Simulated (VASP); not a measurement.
KI, 2 atoms in the cell. Symmetry: I4mm, No. 107, tetragonal system. The conventional cell has a = 5.209 Å, b = 5.209 Å, c = 7.175 Å, α = 90.00°, β = 90.00°, γ = 90.00°. Within 4.5 Å of K (site symmetry 4mm) lie 6 I at 3.42 to 3.75 Å. Within 4.5 Å of I (site symmetry 4mm) lie 6 K at 3.42 to 3.75 Å. 

- Program: VASP 6.6.1
- Task: single point
- Functional: PBE
- Potentials or basis: VASP PAW PBE potentials, release 64 (K_sv, I)
- Cutoff: 520 eV
- k mesh: 6 × 6 × 6
- Occupations: gaussian, width 0.05 eV
- Spin: no spin polarisation
- Dipole correction: no
- Further INCAR settings: ALGO = Normal; EDIFF = 1e-06; NBANDS = 15

Potentials or basis: VASP PAW PBE potentials, release 64 (K_sv, I).

Command:

```sh
$ cat potpaw_PBE.64/K_sv/POTCAR potpaw_PBE.64/I/POTCAR > POTCAR
$ mpirun -np 1 vasp_std > vasp.out
```

Hardware: 1 thread of Intel(R) Xeon(R) Platinum 8259CL CPU @ 2.50GHz (Skylake/Cascade Lake) (shared host).

Task: How long does it take, and how much memory?

Result: Run time: 39 s on 1 thread of Intel(R) Xeon(R) Platinum 8259CL CPU @ 2.50GHz (Skylake/Cascade Lake), on a shared host, peak memory 0.25 GiB. Counts: scf iterations 12, k points 30.
